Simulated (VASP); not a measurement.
# CsAuBr3 (I4/mmm) in VASP: single point with LDA

Aim: the single point of CsAuBr3 with LDA.

Program: VASP 6.6.1. These are calculated values, not measurements. Logs are shortened: lines on timing, memory, paths and dates and some standing lists are left out, and cuts for length are marked.

### 1 The cell of the first run

It takes space group I4/mmm (No. 139, tetragonal). Conventional cell: a = 7.490 Å, b = 7.490 Å, c = 10.935 Å, α = 90.00°, β = 90.00°, γ = 90.00°. Cs (site symmetry -4m2) has 12 Br at 3.76 to 3.81 Å and 8 Au at 4.64 Å within 4.9 Å. Within 3.3 Å of Au (site symmetry 4/mmm) lie 6 Br at 2.48 to 3.03 Å. Within 3.2 Å of Au (site symmetry 4/mmm) lie 6 Br at 2.43 to 2.82 Å. Within 3.3 Å of Br (site symmetry m2m) lie 2 Au at 2.48 to 2.82 Å. Br (site symmetry 4mm) has 2 Au at 2.43 to 3.03 Å within 3.2 Å.

### 2 Single point, LDA

INCAR reads:

```
SYSTEM = CsAuBr3
ALGO = Normal ; EDIFF = 1E-6
ENCUT = 520 ; ISIF = 2
ISMEAR = 0 ; LASPH = .TRUE.
LCHARG = .TRUE. ; LELF = .TRUE.
LREAL = .FALSE. ; LVHAR = .TRUE.
LWAVE = .FALSE. ; NBANDS = 52
NELM = 60 ; PREC = Accurate
SIGMA = 0.02
```

KPOINTS reads:

```
k-points
0
G
  6 6 6
  0 0 0
```

POSCAR reads:

```
CsAuBr3
1.0
   -3.7447749402      3.7447749402      5.4673241861
    3.7447749402     -3.7447749402      5.4673241861
    3.7447749402      3.7447749402     -5.4673241861
Cs Au Br
2 2 6
Direct
    0.7500000000      0.2500000000      0.5000000000
    0.2500000000      0.7500000000      0.5000000000
    0.0000000000      0.0000000000      0.0000000000
    0.5000000000      0.5000000000      0.0000000000
    0.2340403020      0.2340403020      0.4680806041
    0.2340403020      0.7659596980      0.0000000000
    0.7659596980      0.7659596980      0.5319193959
    0.7659596980      0.2340403020      0.0000000000
    0.7224768816      0.7224768816      0.0000000000
    0.2775231184      0.2775231184      0.0000000000
```

Potentials or basis: VASP PAW LDA potentials, release 64 (Cs_sv, Au, Br).

On the command line:

```bash
cat potpaw_LDA.64/Cs_sv/POTCAR potpaw_LDA.64/Au/POTCAR potpaw_LDA.64/Br/POTCAR > POTCAR
mpirun -np 1 vasp_std > vasp.out
```

OUTCAR:

```text
SYSTEM = CsAuBr3
   EDIFF = 1E-6
   ENCUT = 520
   ISIF = 2
   ISMEAR = 0
   LASPH = .TRUE.
   LREAL = .FALSE.
   NELM = 60
   PREC = Accurate

 ion  position               nearest neighbor table
   1  0.750  0.250  0.500-
   2  0.250  0.750  0.500-
   3  0.000  0.000  0.000-   6 2.48   8 2.48   7 2.48   5 2.48   9 3.03  10 3.03
   4  0.500  0.500  0.000-   9 2.43  10 2.43   7 2.82   5 2.82   8 2.82   6 2.82
   5  0.234  0.234  0.468-   3 2.48   4 2.82
   6  0.234  0.766  0.000-   3 2.48   4 2.82
   7  0.766  0.766  0.532-   3 2.48   4 2.82
   8  0.766  0.234  0.000-   3 2.48   4 2.82
   9  0.722  0.722  0.000-   4 2.43   3 3.03
  10  0.278  0.278  0.000-   4 2.43   3 3.03

  LATTYP: Found a body centered tetragonal cell.
 ALAT       =     7.4895498804
 C/A-ratio  =     1.4599873887

  Lattice vectors:

 A1 = (  -3.7447749402,   3.7447749402,   5.4673241861)
 A2 = (   3.7447749402,  -3.7447749402,   5.4673241861)
 A3 = (   3.7447749402,   3.7447749402,  -5.4673241861)

Analysis of symmetry for initial positions (statically):
=====================================================================
 Subroutine PRICEL returns:
 Original cell was already a primitive cell.

 Routine SETGRP: Setting up the symmetry group for a
 body centered tetragonal supercell.

 Subroutine GETGRP returns: Found 16 space group operations
 (whereof 16 operations were pure point group operations)
 out of a pool of 16 trial point group operations.

The static configuration has the point symmetry D_4h.

Analysis of symmetry for dynamics (positions and initial velocities):
=====================================================================
 Subroutine PRICEL returns:
 Original cell was already a primitive cell.

 Routine SETGRP: Setting up the symmetry group for a
 body centered tetragonal supercell.

 Subroutine GETGRP returns: Found 16 space group operations
 (whereof 16 operations were pure point group operations)
 out of a pool of 16 trial point group operations.

The dynamic configuration has the point symmetry D_4h.

 Subroutine INISYM returns: Found 16 space group operations
 (whereof 16 operations are pure point group operations),
 and found     1 'primitive' translations

----------------------------------------------------------------------------------------

                                     Primitive cell

  volume of cell :     306.6806

  direct lattice vectors                    reciprocal lattice vectors
    -3.744774940  3.744774940  5.467324186     0.000000000  0.133519372  0.091452415
     3.744774940 -3.744774940  5.467324186     0.133519372  0.000000000  0.091452415
     3.744774940  3.744774940 -5.467324186     0.133519372  0.133519372  0.000000000

  length of vectors
     7.611722043  7.611722043  7.611722043     0.161836235  0.161836235  0.188824907

  position of ions in fractional coordinates (direct lattice)
     0.750000000  0.250000000  0.500000000
     0.250000000  0.750000000  0.500000000
     0.000000000  0.000000000  0.000000000
     0.500000000  0.500000000  0.000000000
     0.234040302  0.234040302  0.468080604
     0.234040302  0.765959698  0.000000000
     0.765959698  0.765959698  0.531919396
     0.765959698  0.234040302  0.000000000
     0.722476882  0.722476882  0.000000000
     0.277523118  0.277523118  0.000000000

  ion indices of the primitive-cell ions
   primitive index   ion index
                 1           1
                 2           2
                 3           3
                 4           4
                 5           5
                 6           6
                 7           7
                 8           8
                 9           9
                10          10

----------------------------------------------------------------------------------------

 KPOINTS: k-points

Automatic generation of k-mesh.
 Grid dimensions read from file:
 generate k-points for:    6    6    6

 Generating k-lattice:

  Cartesian coordinates                     Fractional coordinates (reciprocal lattice)
     0.000000000  0.022253229  0.015242069     0.166666667  0.000000000  0.000000000
     0.022253229  0.000000000  0.015242069     0.000000000  0.166666667  0.000000000
     0.022253229  0.022253229  0.000000000     0.000000000  0.000000000  0.166666667

  Length of vectors
     0.026972706  0.026972706  0.031470818

  Shift w.r.t. Gamma in fractional coordinates (k-lattice)
     0.000000000  0.000000000  0.000000000

 Subroutine IBZKPT returns following result:
 ===========================================

 Found     30 irreducible k-points:

 Following reciprocal coordinates:
            Coordinates               Weight
  0.000000  0.000000  0.000000      1.000000
  0.166667  0.000000  0.000000      8.000000
  0.333333 -0.000000  0.000000      8.000000
  0.500000 -0.000000  0.000000      4.000000
  0.166667  0.166667  0.000000      8.000000
  0.333333  0.166667  0.000000     16.000000
[... 16 lines left out ...]
 -0.333333 -0.333333  0.166667      8.000000
 -0.166667 -0.333333  0.166667      8.000000
 [... further k-points ...]
   k-points           NKPTS =     30   k-points in BZ     NKDIM =     30   number of bands    NBANDS=     52
   number of dos      NEDOS =    301   number of ions     NIONS =     10
   total plane-waves  NPLWV = 216000
   dimension x,y,z NGX =    60 NGY =   60 NGZ =   60
   dimension x,y,z NGXF=   120 NGYF=  120 NGZF=  120
   ions per type =               2   2   6
   NGX,Y,Z   is equivalent  to a cutoff of  13.10, 13.10, 13.10 a.u.
   NGXF,Y,Z  is equivalent  to a cutoff of  26.21, 26.21, 26.21 a.u.
 SYSTEM =  CsAuBr3
   PREC   = accura    normal or accurate (medium, high low for compatibility)
   ISTART =      0    job   : 0-new  1-cont  2-samecut
   ICHARG =      2    charge: 1-file 2-atom 10-const
   ISPIN  =      1    spin polarized calculation?
   LNONCOLLINEAR =      F non collinear calculations
   LSORBIT =      F    spin-orbit coupling
   LASPH  =      T    aspherical Exc in radial PAW
   ENCUT  =  520.0 eV  38.22 Ry    6.18 a.u.  14.15 14.15 14.15*2*pi/ulx,y,z
   NELM   =     60;   NELMIN=  2; NELMDL= -5     # of ELM steps
   EDIFF  = 0.1E-05   stopping-criterion for ELM
   LREAL  =      F    real-space projection
[... 7 lines left out ...]
   TEBEG  =    0.0;   TEEND  =   0.0 temperature during run
   PSTRESS=    0.0 pullay stress
   NELECT =      82.0000    total number of electrons
   NUPDOWN=      -1.0000    fix difference up-down
   EMIN   =  10.00;   EMAX   =-10.00  energy-range for DOS
   EFERMI =   0.00;   METHOD = LEGACY
   ISMEAR =     0;   SIGMA  =   0.02  broadening in eV -4-tet -1-fermi 0-gaus
   EFERMI_NEDOS =   21; number of points for ismear=-14 and -15
   IALGO  =     38    algorithm
   IMIX   =      4    mixing-type and parameters
     AMIX     =   0.40;   BMIX     =  1.00
     AMIX_MAG =   1.60;   BMIX_MAG =  1.00
  volume/ion in A,a.u.               =      30.67       206.96
  Fermi-wavevector in a.u.,A,eV,Ry     =   1.054672  1.993041 15.134206  1.112333
  Thomas-Fermi vector in A             =   2.189841
   LORBIT       =      0    0 simple, 1 ext, 2 COOP (PROOUT), +10 PAW based schemes
   GGA     = CA    functional components
   LHFCALC =     F    Hartree Fock is set to
   AEXX    =    0.0000 exact exchange contribution
   IVDW    =     0    specifies the selected vdW correction
   LEPSILON=     F    determine dielectric tensor
   LRPA    =     F    only Hartree local field effects (RPA)
 non-spin polarized calculation
 Gauss-broadening in eV      SIGMA  =   0.02
  energy-cutoff  :      520.00
  volume of cell :      306.68
 maximum number of plane-waves:      8312
 NGX is ok and might be reduce to    60
   NGX = 29   NGY = 29   NGZ = 29

 number of electron      82.0000004 magnetization

 Free energy of the ion-electron system (eV)
  ---------------------------------------------------
  ext. energy  EPLUGINS =         0.00000000
  ---------------------------------------------------
  free energy    TOTEN  =       -32.67069271 eV

  energy without entropy =      -32.67069127  energy(sigma->0) =      -32.67069199

 E-fermi :   1.9675     XC(G=0):  -9.1516

 val. band max:        1.9197560206   @ k =  -0.1667   0.1667   0.1667
 cond. band min:       2.0181302129   @ k =  -0.1667   0.3333   0.1667
 fundamental gap:      0.0983741923
 Fermi energy:         1.9675197063

 k-point     1 :       0.0000    0.0000    0.0000
  band No.  band energies     occupation
      1     -18.5177      2.00000
      2     -18.5008      2.00000
      3     -13.2476      2.00000
      4     -12.6348      2.00000
      5     -12.6348      2.00000
      6     -12.5753      2.00000
[... 44 lines left out ...]
     51       7.6171      0.00000
     52       7.6172      0.00000

 k-point     2 :       0.1667    0.0000    0.0000
  band No.  band energies     occupation
      1     -18.5163      2.00000
      2     -18.5016      2.00000
      3     -13.2202      2.00000
      4     -12.6981      2.00000
      5     -12.6314      2.00000
      6     -12.5798      2.00000
[... 44 lines left out ...]
     51       7.7436      0.00000
     52       7.7787      0.00000

 k-point     3 :       0.3333   -0.0000    0.0000
  band No.  band energies     occupation
      1     -18.5126      2.00000
      2     -18.5041      2.00000
      3     -13.1439      2.00000
      4     -12.8219      2.00000
      5     -12.6218      2.00000
      6     -12.5918      2.00000
[... 44 lines left out ...]
     51       8.1178      0.00000
     52       8.2010      0.00000
[... 1046 lines left out ...]
 k-point    23 :      -0.3333   -0.3333    0.1667
  band No.  band energies     occupation
      1     -18.5114      2.00000
      2     -18.5045      2.00000
      3     -13.1384      2.00000
      4     -12.8031      2.00000
      5     -12.6438      2.00000
      6     -12.5821      2.00000
[... 44 lines left out ...]
     51       8.0850      0.00000
     52       8.2194      0.00000

 k-point    24 :      -0.1667   -0.3333    0.1667
  band No.  band energies     occupation
      1     -18.5137      2.00000
      2     -18.5030      2.00000
      3     -13.1810      2.00000
      4     -12.7416      2.00000
      5     -12.6365      2.00000
      6     -12.5848      2.00000
[... 44 lines left out ...]
     51       7.8774      0.00000
     52       8.1058      0.00000

 [... further k-points ...]
[... 5 lines left out ...]
  --------------------------------------------------------------------------------------
  -------------------------------------------------------------------------------------
  Total        0.1887655      0.1887655      0.2300069      0.0000000      0.0000000      0.0000000
  in kB        0.9861589      0.9861589      1.2016144      0.0000000      0.0000000      0.0000000
  external PRESSURE =       1.0579774 kB  Pullay stress =       0.0000000 kB

 VOLUME and BASIS-vectors are now :
 -----------------------------------------------------------------------------
  energy-cutoff  :      520.00
  volume of cell :      306.68
      direct lattice vectors                 reciprocal lattice vectors
    -3.744774940  3.744774940  5.467324186     0.000000000  0.133519372  0.091452415
     3.744774940 -3.744774940  5.467324186     0.133519372  0.000000000  0.091452415
     3.744774940  3.744774940 -5.467324186     0.133519372  0.133519372  0.000000000

 POSITION                                       TOTAL-FORCE (eV/Angst)
 -----------------------------------------------------------------------------------
     -0.00000      3.74477      2.73366         0.000000     -0.000000     -0.000000
      3.74477     -0.00000      2.73366         0.000000     -0.000000      0.000000
      0.00000      0.00000      0.00000         0.000000     -0.000000     -0.000000
      0.00000      0.00000      5.46732         0.000000     -0.000000      0.000000
      1.75286      1.75286     -0.00000         0.020243      0.020243      0.000000
      1.99192     -1.99192      5.46732        -0.020243      0.020243     -0.000000
      1.99192      1.99192      5.46732        -0.020243     -0.020243     -0.000000
     -1.99192      1.99192      5.46732         0.020243     -0.020243      0.000000
      0.00000      0.00000      7.90003         0.000000     -0.000000      0.036090
      0.00000      0.00000      3.03462         0.000000     -0.000000     -0.036090
 -----------------------------------------------------------------------------------
    total drift:                                0.000000      0.000000     -0.000000

  FREE ENERGIE OF THE ION-ELECTRON SYSTEM (eV)
  ---------------------------------------------------
  free  energy   TOTEN  =       -32.6706927052 eV

  energy  without entropy=      -32.6706912699  energy(sigma->0) =      -32.67069199
```

Run time: 19 min. Hardware: 1 thread of Intel Xeon 8259CL, shared host; peak memory 0.64 GiB.

Results:

```yaml
Free_energy: -32.6707 eV
Pressure: 0.1 GPa
Largest_force: 0.036 eV/Å
Band_gap_on_the_k_mesh: 0.10 eV (least direct gap 0.22 eV)
```

Forces in eV/Å, atoms in the order of the input:
```
Cs   0.000  0.000  0.000
Cs   0.000  0.000  0.000
Au   0.000  0.000  0.000
Au   0.000  0.000  0.000
Br   0.020  0.020  0.000
Br  -0.020  0.020  0.000
Br  -0.020 -0.020  0.000
Br   0.020 -0.020  0.000
Br   0.000  0.000  0.036
Br   0.000  0.000 -0.036
```

Levels at points of the mesh, in eV from the valence-band top:
```tsv
k point	band 37	band 38	band 39	band 40	band 41	band 42	band 43	band 44	band 45	band 46
(0.00, 0.00, 0.00)	-1.54	-1.05	-1.01	-1.01	-0.79	1.45	2.08	3.85	4.19	4.30
(0.50, 0.00, 0.00)	-1.43	-1.33	-1.16	-0.90	-0.26	0.11	3.04	3.12	5.15	5.17
(0.50, 0.50, 0.00)	-1.63	-1.44	-1.38	-1.34	-1.04	1.46	4.14	5.35	5.41	5.67
(0.50, 0.50, 0.50)	-1.56	-1.56	-1.24	-1.24	-1.08	1.44	3.91	5.21	5.59	5.64
```

Caveat: spin-orbit coupling is left out, which moves the levels of the heavy elements. A k mesh can miss the band edges.
